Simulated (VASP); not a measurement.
Here is a VASP 6.6.1 calculation.

The input INCAR:

```
SYSTEM = BN
PREC = Accurate ; ENCUT = 520
EDIFF = 1E-7 ; ISMEAR = -1
SIGMA = 0.02 ; LREAL = .False.
LASPH = .True. ; NELM = 60
ALGO = Normal ; ISIF = 2
LWAVE = .False. ; LCHARG = .False.
GGA = PE ; NBANDS = 11
```

KPOINTS

```
Automatic mesh
0
Gamma
  20 20 20
  0 0 0
```

POSCAR

```
BN
1.0
    0.0000000000      1.8130010000      1.8130010000
    1.8130010000      0.0000000000      1.8130010000
    1.8130010000      1.8130010000      0.0000000000
N B
1 1
Direct
    0.2500000000      0.2500000000      0.2500000000
    0.0000000000      0.0000000000      0.0000000000
```

Potentials or basis: VASP PAW PBE potentials, release 64 (N, B).

The run is started by

```sh
$ cat potpaw_PBE.64/N/POTCAR potpaw_PBE.64/B/POTCAR > POTCAR
$ mpirun -np 1 vasp_std > vasp.out
```

(1) What does it give for the pressure?

(2) Estimate the band gap on the k mesh.

## Answers

(1) -0.2 GPa.

(2) 4.45 eV, indirect (least direct gap 8.78 eV).
